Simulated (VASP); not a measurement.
# Zn in VASP: single point with PBE

Aim: the single point of Zn with PBE.

All numbers are computed with VASP 6.6.1; they aren't measurements. Logs are shortened: lines on timing, memory, paths and dates and some standing lists are left out, and cuts for length are marked.

## Step 1: The cell of the first run

The cell holds a slab with vacuum, 6 atoms: a = 2.633 Å, b = 5.747 Å, c = 19.512 Å, α = 90.00°, β = 90.00°, γ = 103.24°.

## Step 2: Single point, PBE

Contents of INCAR:

```
SYSTEM = Zn
PREC = Accurate ; ENCUT = 520
EDIFF = 1E-6 ; ISMEAR = 0
SIGMA = 0.1 ; LREAL = .FALSE.
LASPH = .TRUE. ; NELM = 100
ALGO = Normal ; ISIF = 2
LWAVE = .FALSE. ; LCHARG = .TRUE.
LDIPOL = .TRUE. ; IDIPOL = 3
DIPOL = 0.5 0.5 0.500 ; GGA = PE
LELF = .TRUE. ; LVHAR = .TRUE.
LVACPOTAV = .TRUE. ; ISYM = 0
NBANDS = 45
```

Contents of KPOINTS:

```
regular mesh
0
G
  13 6 1
  0 0 0
```

Contents of POSCAR:

```
Zn
1.0
    2.6333229218      0.0000000000      0.0000000000
   -1.3166614609      5.5941897124      0.0000000000
    0.0000000000      0.0000000000     19.5119198480
Zn
6
Direct
    0.7427152696      0.4854305391      0.3843804228
    0.0065641248      0.0131282496      0.4021680500
    0.3258084010      0.6516168021      0.4911061864
    0.5896572563      0.1793145125      0.5088938136
    0.9089015325      0.8178030650      0.5978319500
    0.1727503877      0.3455007755      0.6156195772
```

Potentials or basis: VASP PAW PBE potentials, release 64 (Zn).

On the command line:

```bash
> cat potpaw_PBE.64/Zn/POTCAR > POTCAR
> mpirun -np 1 vasp_std > vasp.out
```

OUTCAR:

```text
SYSTEM = Zn
   PREC = Accurate
   ENCUT = 520
   EDIFF = 1E-6
   ISMEAR = 0
   LREAL = .FALSE.
   LASPH = .TRUE.
   NELM = 100
   ISIF = 2
   GGA = PE
   ISYM = 0

 ion  position               nearest neighbor table
   1  0.743  0.485  0.384-   3 2.63   3 2.63   4 2.97   2 2.97   2 2.97   2 2.97
   2  0.007  0.013  0.402-   4 2.63   4 2.63   1 2.97   1 2.97   1 2.97   3 2.97   3 2.97
   3  0.326  0.652  0.491-   5 2.63   5 2.63   1 2.63   1 2.63   6 2.97   4 2.97   4 2.97   2 2.97
                             4 2.97   2 2.97
   4  0.590  0.179  0.509-   2 2.63   2 2.63   6 2.63   6 2.63   1 2.97   3 2.97   3 2.97   5 2.97
                             3 2.97   5 2.97
   5  0.909  0.818  0.598-   3 2.63   3 2.63   6 2.97   6 2.97   6 2.97   4 2.97   4 2.97
   6  0.173  0.346  0.616-   4 2.63   4 2.63   3 2.97   5 2.97   5 2.97   5 2.97

IMPORTANT INFORMATION: All symmetrisations will be switched off!
NOSYMM: (Re-)initialisation of all symmetry stuff for point group C_1.

----------------------------------------------------------------------------------------

                                     Primitive cell

  volume of cell :     287.4361

  direct lattice vectors                    reciprocal lattice vectors
     2.633322922  0.000000000  0.000000000     0.379748337  0.089378449  0.000000000
    -1.316661461  5.594189712  0.000000000     0.000000000  0.178756898  0.000000000
     0.000000000  0.000000000 19.511919848     0.000000000  0.000000000  0.051250723

  length of vectors
     2.633322922  5.747047585 19.511919848     0.390124732  0.178756898  0.051250723

  position of ions in fractional coordinates (direct lattice)
     0.742715270  0.485430539  0.384380423
     0.006564125  0.013128250  0.402168050
     0.325808401  0.651616802  0.491106186
     0.589657256  0.179314512  0.508893814
     0.908901533  0.817803065  0.597831950
     0.172750388  0.345500775  0.615619577

  ion indices of the primitive-cell ions
   primitive index   ion index
                 1           1
                 2           2
                 3           3
                 4           4
                 5           5
                 6           6

----------------------------------------------------------------------------------------

 KPOINTS: regular mesh

Automatic generation of k-mesh.
 Grid dimensions read from file:
 generate k-points for:   13    6    1

 Generating k-lattice:

  Cartesian coordinates                     Fractional coordinates (reciprocal lattice)
     0.029211411  0.006875265  0.000000000     0.076923077  0.000000000  0.000000000
     0.000000000  0.029792816  0.000000000     0.000000000  0.166666667  0.000000000
     0.000000000  0.000000000  0.051250723     0.000000000  0.000000000  1.000000000

  Length of vectors
     0.030009595  0.029792816  0.051250723

  Shift w.r.t. Gamma in fractional coordinates (k-lattice)
     0.000000000  0.000000000  0.000000000

 -----------------------------------------------------------------------------
|                                                                             |
|           W    W    AA    RRRRR   N    N  II  N    N   GGGG   !!!           |
|           W    W   A  A   R    R  NN   N  II  NN   N  G    G  !!!           |
|           W    W  A    A  R    R  N N  N  II  N N  N  G       !!!           |
|           W WW W  AAAAAA  RRRRR   N  N N  II  N  N N  G  GGG   !            |
|           WW  WW  A    A  R   R   N   NN  II  N   NN  G    G                |
|           W    W  A    A  R    R  N    N  II  N    N   GGGG   !!!           |
|                                                                             |
|     Your reciprocal lattice and k-lattice belong to different lattice       |
|     classes:                                                                |
|                                                                             |
|        The reciprocal lattice is base centered orthorhombic,                |
|        whereas your k-lattice is simple monoclinic.                         |
|                                                                             |
|     Results are often still useful ...                                      |
|                                                                             |
 -----------------------------------------------------------------------------

 WARNING: IBZKPT: internal override: KBLOWUP is changed to .FALSE.
      ... skipping the blow-up phase ...

 Subroutine IBZKPT returns following result:
 ===========================================

 Found     40 irreducible k-points:

 Following reciprocal coordinates:
            Coordinates               Weight
  0.000000  0.000000  0.000000      1.000000
  0.076923  0.000000  0.000000      2.000000
  0.153846  0.000000  0.000000      2.000000
  0.230769 -0.000000  0.000000      2.000000
  0.307692  0.000000  0.000000      2.000000
  0.384615  0.000000  0.000000      2.000000
[... 16 lines left out ...]
  0.153846  0.333333  0.000000      2.000000
  0.230769  0.333333  0.000000      2.000000
 [... further k-points ...]
   k-points           NKPTS =     40   k-points in BZ     NKDIM =     40   number of bands    NBANDS=     45
   number of dos      NEDOS =    301   number of ions     NIONS =      6
   total plane-waves  NPLWV = 144000
   dimension x,y,z NGX =    20 NGY =   48 NGZ =  150
   dimension x,y,z NGXF=    40 NGYF=   96 NGZF=  300
   ions per type =               6
   NGX,Y,Z   is equivalent  to a cutoff of  12.63, 13.89, 12.78 a.u.
   NGXF,Y,Z  is equivalent  to a cutoff of  25.25, 27.77, 25.56 a.u.
 SYSTEM =  Zn
   PREC   = accura    normal or accurate (medium, high low for compatibility)
   ISTART =      0    job   : 0-new  1-cont  2-samecut
   ICHARG =      2    charge: 1-file 2-atom 10-const
   ISPIN  =      1    spin polarized calculation?
   LNONCOLLINEAR =      F non collinear calculations
   LSORBIT =      F    spin-orbit coupling
   LASPH  =      T    aspherical Exc in radial PAW
   ENCUT  =  520.0 eV  38.22 Ry    6.18 a.u.   4.90 10.69 36.28*2*pi/ulx,y,z
   NELM   =    100;   NELMIN=  2; NELMDL= -5     # of ELM steps
   EDIFF  = 0.1E-05   stopping-criterion for ELM
   LREAL  =      F    real-space projection
   EDIFFG = 0.1E-04   stopping-criterion for IOM
   NSW    =      0    number of steps for IOM
   IBRION =     -1    ionic relax: 0-MD 1-quasi-New 2-CG
   NFREE  =      0    steps in history (QN), initial steepest desc. (CG)
   ISIF   =      2    stress and relaxation
   ISYM   =      0    0-nonsym 1-usesym 2-fastsym
   POTIM  = 0.5000    time-step for ionic-motion
   TEBEG  =    0.0;   TEEND  =   0.0 temperature during run
   PSTRESS=    0.0 pullay stress
   NELECT =      72.0000    total number of electrons
   NUPDOWN=      -1.0000    fix difference up-down
   EMIN   =  10.00;   EMAX   =-10.00  energy-range for DOS
   EFERMI =   0.00;   METHOD = LEGACY
   ISMEAR =     0;   SIGMA  =   0.10  broadening in eV -4-tet -1-fermi 0-gaus
   EFERMI_NEDOS =   21; number of points for ismear=-14 and -15
   IALGO  =     38    algorithm
   IMIX   =      4    mixing-type and parameters
     AMIX     =   0.40;   BMIX     =  1.00
     AMIX_MAG =   1.60;   BMIX_MAG =  1.00
  volume/ion in A,a.u.               =      47.91       323.29
  Fermi-wavevector in a.u.,A,eV,Ry     =   1.031981  1.950162 14.490010  1.064986
  Thomas-Fermi vector in A             =   2.166157
   LORBIT       =      0    0 simple, 1 ext, 2 COOP (PROOUT), +10 PAW based schemes
   GGA     = PE    functional components
   LHFCALC =     F    Hartree Fock is set to
   AEXX    =    0.0000 exact exchange contribution
   IVDW    =     0    specifies the selected vdW correction
   LEPSILON=     F    determine dielectric tensor
   LRPA    =     F    only Hartree local field effects (RPA)
 non-spin polarized calculation
 Gauss-broadening in eV      SIGMA  =   0.10
  energy-cutoff  :      520.00
  volume of cell :      287.44
 maximum number of plane-waves:      7800
   NGX =  9   NGY = 21   NGZ = 73

 dipolmoment           0.000000      0.000000      0.000015 electrons x Angstroem

 number of electron      72.0000012 magnetization

 dipolmoment           0.000000      0.000000     -0.000002 electrons x Angstroem

 Free energy of the ion-electron system (eV)
  ---------------------------------------------------
  ext. energy  EPLUGINS =         0.00000000
  ---------------------------------------------------
  free energy    TOTEN  =        -5.00639035 eV

  energy without entropy =       -4.99229903  energy(sigma->0) =       -4.99934469

 E-fermi :  -1.9290     XC(G=0):  -4.6099

 val. band max:       -1.9457846314   @ k =   0.2308   0.1667   0.0000
 cond. band min:      -1.9215790282   @ k =  -0.4615   0.1667   0.0000
 fundamental gap:      0.0242056033
 Fermi energy:        -1.9290443588

 k-point     1 :       0.0000    0.0000    0.0000
  band No.  band energies     occupation
      1     -11.4149      2.00000
      2     -10.1923      2.00000
      3     -10.0553      2.00000
      4     -10.0113      2.00000
      5      -9.8897      2.00000
      6      -9.7862      2.00000
[... 37 lines left out ...]
     44       2.8466      0.00000
     45       3.0873      0.00000

 k-point     2 :       0.0769    0.0000    0.0000
  band No.  band energies     occupation
      1     -11.2763      2.00000
      2     -10.1297      2.00000
      3     -10.0005      2.00000
      4      -9.9696      2.00000
      5      -9.7964      2.00000
      6      -9.7584      2.00000
[... 37 lines left out ...]
     44       2.8269      0.00000
     45       3.4225      0.00000

 k-point     3 :       0.1538    0.0000    0.0000
  band No.  band energies     occupation
      1     -10.8773      2.00000
      2      -9.9754      2.00000
      3      -9.8664      2.00000
      4      -9.8573      2.00000
      5      -9.7072      2.00000
      6      -9.6958      2.00000
[... 37 lines left out ...]
     44       3.1401      0.00000
     45       4.1030      0.00000

 k-point     4 :       0.2308   -0.0000    0.0000
  band No.  band energies     occupation
      1     -10.3169      2.00000
      2      -9.8722      2.00000
      3      -9.7258      2.00000
      4      -9.7111      2.00000
      5      -9.7060      2.00000
      6      -9.6728      2.00000
[... 901 lines left out ...]
     44       3.0665      0.00000
     45       3.4769      0.00000

 k-point    23 :       0.1538    0.3333    0.0000
  band No.  band energies     occupation
      1     -10.3185      2.00000
      2     -10.0426      2.00000
      3      -9.8816      2.00000
      4      -9.8362      2.00000
      5      -9.7509      2.00000
      6      -9.6190      2.00000
[... 37 lines left out ...]
     44       3.4957      0.00000
     45       3.9264      0.00000

 k-point    24 :       0.2308    0.3333    0.0000
  band No.  band energies     occupation
      1      -9.9423      2.00000
      2      -9.8701      2.00000
      3      -9.7425      2.00000
      4      -9.7260      2.00000
      5      -9.7067      2.00000
      6      -9.6923      2.00000
[... 37 lines left out ...]
     44       3.7911      0.00000
     45       4.2236      0.00000

 [... further k-points ...]

------------------------ aborting loop because EDIFF is reached ----------------------------------------

  FORCE on cell =-STRESS in cart. coord.  units (eV):
  Direction    XX          YY          ZZ          XY          YZ          ZX
  --------------------------------------------------------------------------------------
  -------------------------------------------------------------------------------------
  Total       -2.5260382     -2.4211380      1.9832503     -0.2598257      1.1191550     -0.0133423
  in kB      -14.0802119    -13.4954946     11.0546960     -1.4482760      6.2382032     -0.0743702
  external PRESSURE =      -5.5070035 kB  Pullay stress =       0.0000000 kB

 VOLUME and BASIS-vectors are now :
 -----------------------------------------------------------------------------
  energy-cutoff  :      520.00
  volume of cell :      287.44
      direct lattice vectors                 reciprocal lattice vectors
     2.633322922  0.000000000  0.000000000     0.379748337  0.089378449  0.000000000
    -1.316661461  5.594189712  0.000000000     0.000000000  0.178756898  0.000000000
     0.000000000  0.000000000 19.511919848     0.000000000  0.000000000  0.051250723

 POSITION                                       TOTAL-FORCE (eV/Angst)
 -----------------------------------------------------------------------------------
      1.31666      2.71559      7.50000        -0.000272     -0.271663     -0.245602
      0.00000      0.07344      7.84707         0.003142      0.022292     -0.221161
     -0.00000      3.64527      9.58242         0.005346      0.062996     -0.100524
      1.31666      1.00312      9.92950        -0.005483     -0.062910      0.100928
      1.31666      4.57495     11.66485        -0.001616     -0.022283      0.221293
     -0.00000      1.93280     12.01192        -0.001117      0.271567      0.245067
 -----------------------------------------------------------------------------------
    total drift:                               -0.000218     -0.002001     -0.000690

  FREE ENERGIE OF THE ION-ELECTRON SYSTEM (eV)
  ---------------------------------------------------
  free  energy   TOTEN  =        -5.0063903512 eV

  energy  without entropy=       -4.9922990278  energy(sigma->0) =       -4.99934469

 vacuum level on the upper side and lower side of the slab         2.353         2.353
```

It took 15 min on 1 thread of AMD EPYC 7R43 (Zen 3), shared host; peak memory 0.54 GiB.

What came out:

```yaml
Free_energy: -5.0064 eV
Largest_force: 0.366 eV/Å
Band_gap_on_the_k_mesh: zero (band 36 reaches -1.28 eV, above the bottom of band 37 at -3.51 eV)
```

Forces in eV/Å, atoms in the order of the input:
```
Zn   0.000 -0.272 -0.246
Zn   0.003  0.022 -0.221
Zn   0.005  0.063 -0.101
Zn  -0.005 -0.063  0.101
Zn  -0.002 -0.022  0.221
Zn  -0.001  0.272  0.245
```

Levels at points of the mesh, in eV from the Fermi level:
```csv
k point,band 34,band 35,band 36,band 37,band 38,band 39
"(0.00, 0.00, 0.00)",-3.85,-3.45,-2.10,-1.58,-0.60,0.90
"(0.00, 0.50, 0.00)",-5.35,-2.65,-2.08,0.19,0.99,2.36
```
